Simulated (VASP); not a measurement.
Runs of VASP 6.6.1 on KF (zincblende type). The structure is that of space group F-43m (No. 216), or close to it. The cells are those of the table. 

| task | cell | cutoff (eV) | gap on the mesh (eV) | pressure (GPa) |
| --- | --- | --- | --- | --- |
| single point | a = 4.150 Å, angles 60.0°, 2 atoms | 600 | 5.17 | (a) |
| relaxation of cell and atoms | relaxed from a = 3.661 Å, angles 60.0°, 2 atoms | 600 | 5.12 | 0.0 |
| electric field gradients | a = 4.262 Å, angles 60.0°, 2 atoms | 520 | (c) | -0.7 |
| single point | a = 4.179 Å, angles 60.0°, 2 atoms | 600 | 5.11 | 0.4 |
| single point | a = 4.207 Å, angles 60.0°, 2 atoms | 600 | 5.06 | 0.0 |
| electric field gradients | a = 4.150 Å, angles 60.0°, 2 atoms | 520 | 5.17 | 1.0 |
| single point | a = 4.235 Å, angles 60.0°, 2 atoms | 600 | (b) | -0.4 |

Alike in all rows: level PBE; potentials or basis VASP PAW PBE potentials, release 64 (K_sv, F); no spin polarisation; k mesh 11 × 11 × 11; smearing fermi-dirac 0.05 eV.

**Question.** Fill in the values left out.

**Answer.** (a) 0.9; (b) 5.00; (c) 4.95.

Caveats: an odd mesh through Γ misses points on the zone boundary, where band edges can lie.
